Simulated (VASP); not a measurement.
A run of VASP 6.6.1 is set up as follows.

The input INCAR:

```
SYSTEM = Sb
  PREC = Accurate
  ENCUT = 500
  EDIFF = 1E-6
  ISMEAR = 0
  SIGMA = 0.1
  LREAL = .FALSE.
  LASPH = .TRUE.
  NELM = 120
  ALGO = Normal
  ISIF = 2
  LWAVE = .FALSE.
  LCHARG = .FALSE.
  GGA = PS
  NBANDS = 12
  GGA_COMPAT = .FALSE.
```

File KPOINTS:

```
Automatic mesh
0
G
  6 4 4
  0 0 0
```

Contents of POSCAR:

```
Sb
1.0
    3.0635165994      0.0000000000      0.0057759536
    0.0000000000      4.3269738352      0.0000000000
   -0.0300309671      0.0000000000      4.3261808754
Sb
2
Direct
    0.9999766341      0.7500000000      0.7500020996
    0.0000233659      0.2500000000      0.2499979004
```

Potentials or basis: VASP PAW PBE potentials, release 64 (Sb).

Run with:

```sh
$ cat potpaw_PBE.64/Sb/POTCAR > POTCAR
$ mpirun -np 1 vasp_std > vasp.out
```

**Question.** Predict the band gap on the k mesh.

**Answer.** Zero (band 5 reaches 12.98 eV, above the bottom of band 6 at 3.80 eV).

**Question.** Predict the pressure.

**Answer.** 0.7 GPa.

Stress tensor (GPa, compression positive):
```
-2.45  0.00  0.00
 0.00  2.21  0.00
 0.00  0.00  2.22
```

Caveat: the k points lie up to 0.36 Å⁻¹ apart; the PAW data sets were made with another functional, which shifts forces and pressure a little; spin-orbit coupling is left out, which moves the levels of the heavy elements.
